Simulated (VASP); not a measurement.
Runs of VASP 6.6.1 on Sn. The structure is that of space group Im-3m (No. 229), or close to it. The cells are those of the table. 

```csv
cell,gap on the mesh (eV),pressure (GPa)
"a = 3.325 Å, angles 109.5°, 1 atom",none,-3.4
"a = 3.346 Å, angles 109.5°, 1 atom",none,-4.1
"a = 3.237 Å, angles 109.5°, 1 atom",none,0.3
"a = 3.282 Å, angles 109.5°, 1 atom",none,(a)
"a = 3.260 Å, angles 109.5°, 1 atom",none,(b)
```

Alike in all rows: task single point; level PBEsol; potentials or basis VASP PAW PBE potentials, release 64 (Sn_d); no spin polarisation; k mesh 11 × 11 × 11; cutoff (eV) 520; smearing fermi-dirac 0.1 eV.

Question: Estimate the missing entries.

Answer: (a) -1.8; (b) -0.7.

Caveats: the PAW data sets were made with another functional, which shifts forces and pressure a little; spin-orbit coupling is left out, which moves the levels of the heavy elements.

A k mesh can miss the band edges, and the runs leave out spin-orbit coupling on Sn.

A gap of «none» marks levels without a gap at the run's occupations.
